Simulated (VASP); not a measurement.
Input of a VASP 6.6.1 run:

POSCAR

```
Pd
1.0
    0.0000000000      1.9593911042      1.9593911042
    1.9593911042      0.0000000000      1.9593911042
    1.9593911042      1.9593911042      0.0000000000
Pd
1
Direct
    0.0000000000      0.0000000000      0.0000000000
```

The input INCAR.step1:

```
SYSTEM = Pd
ALGO     = Normal         ! electronic algorithm
EDIFF    = 1E-5           ! SCF threshold, eV
ENCUT    = 520            ! plane-wave cutoff, eV
GGA      = PE             ! functional
ISIF     = 2              ! what is computed and relaxed
ISMEAR   = -1             ! smearing method
LASPH    = .True.         ! aspherical terms in the spheres
LCHARG   = .False.        ! write CHGCAR
LREAL    = .False.        ! projectors in reciprocal space
LWAVE    = .True.         ! write WAVECAR
NBANDS   = 11             ! bands
NELM     = 60             ! most SCF steps
PREC     = Accurate       ! precision mode
SIGMA    = 0.05           ! smearing width, eV
```

Contents of INCAR.step2:

```
SYSTEM = Pd
AEXX     = 0.25           ! exact-exchange fraction
ALGO     = Normal         ! electronic algorithm
EDIFF    = 1E-6           ! SCF threshold, eV
ENCUT    = 520            ! plane-wave cutoff, eV
GGA      = PE             ! functional
ISIF     = 2              ! what is computed and relaxed
ISMEAR   = -1             ! smearing method
ISTART   = 1            
LASPH    = .True.         ! aspherical terms in the spheres
LCHARG   = .False.        ! write CHGCAR
LHFCALC  = .True.         ! exact exchange
LREAL    = .False.        ! projectors in reciprocal space
LWAVE    = .False.        ! write WAVECAR
NBANDS   = 11             ! bands
NELM     = 60             ! most SCF steps
PREC     = Accurate       ! precision mode
PRECFOCK = Normal       
SIGMA    = 0.05           ! smearing width, eV
```

Contents of KPOINTS:

```
k-points
0
Gamma
  8 8 8
  0 0 0
```

Potentials or basis: VASP PAW PBE potentials, release 64 (Pd).

Command:

```bash
$ cat potpaw_PBE.64/Pd/POTCAR > POTCAR
$ cp INCAR.step1 INCAR
$ mpirun -np 1 vasp_std > vasp.out
$ cp INCAR.step2 INCAR
$ mpirun -np 1 vasp_std > vasp.out
```

Question: Predict the band gap on the k mesh.

Answer: Zero (bands 5 and 6 overlap by 2.70 eV).

Question: Predict the pressure.

Answer: -0.7 GPa.

Caveat: the PAW data sets were made with another functional, which shifts forces and pressure a little.
